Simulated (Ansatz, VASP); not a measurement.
**Sc3Al in VASP and in Ansatz**

```
Sc Al
1.0
     5.03101    0.00000    0.00000
     0.00000    5.03101    0.00000
     0.00000    0.00000    4.37479
Sc Al
3 1
Direct
  0.50000 0.00000 0.50000
  0.00000 0.50000 0.50000
  0.50000 0.50000 0.00000
  0.00000 0.00000 0.00000
```

Change from the starting cell: strain +0.1500 x Voigt [1, 1, 0, 0, 0, 0], atoms carried along.

Alike in both runs: task single point; functional PBEsol; k mesh 12 × 12 × 12; occupations gaussian, width 0.15 eV; no spin polarisation.

|  | VASP | Ansatz |
| --- | --- | --- |
| version | VASP 6.6.1 | Ansatz 0.2.0 |
| potentials or method | VASP PAW PBE potentials, release 64 (Sc_sv, Al), cutoff 520 eV | scalar-relativistic, plane waves, PAW |
| valence electrons in the cell | 36 | 36 |

|  | VASP | Ansatz | Ansatz less VASP |
| --- | --- | --- | --- |
| gap on the k mesh at the Fermi level (eV) | none | none | - |
| pressure (GPa) | -11.1 | -11.1 | -0.02 |
| traceless stress, the component that is largest in VASP (GPa) | 2.48 | 2.48 | -0.006 |

VASP's potentials were made for PBE, not for PBEsol. A gap of «none» marks a metal or a gap that the smearing closes. The functional is the same, so the differences come from potentials, cutoffs and numerics.
